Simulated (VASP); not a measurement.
PbF2, 3 atoms in the cell. Symmetry: Fm-3m, No. 225, cubic system. The conventional cell has a = 5.808 Å, b = 5.808 Å, c = 5.808 Å, α = 90.00°, β = 90.00°, γ = 90.00°. Pb (site symmetry m-3m) has 8 F at 2.51 Å within 3.3 Å. Within 3.3 Å of F (site symmetry -43m) lie 4 Pb at 2.51 Å and 6 F at 2.90 Å. 

```yaml
Program: VASP 6.6.1
Task: single point
Functional: PBEsol
Potentials_or_basis: VASP PAW PBE potentials, release 64 (Pb_d, F)
Cutoff: 520 eV
k_mesh: 8 × 8 × 8
Occupations: gaussian, width 0.01 eV
Spin: no spin polarisation
Dipole_correction: no
Further_INCAR_settings: ALGO = Normal; EDIFF = 1e-06; NBANDS = 21
```

Potentials or basis: VASP PAW PBE potentials, release 64 (Pb_d, F).

Launch:

```bash
$ cat potpaw_PBE.64/Pb_d/POTCAR potpaw_PBE.64/F/POTCAR > POTCAR
$ mpirun -np 1 vasp_std > vasp.out
```

Hardware: 1 thread of Intel Xeon 8259CL, on a shared host.

How long does it take, and how much memory?

Run time: 40 s on 1 thread of Intel Xeon 8259CL, on a shared host, peak memory 0.18 GiB. Counts: scf iterations 13, k points 29.
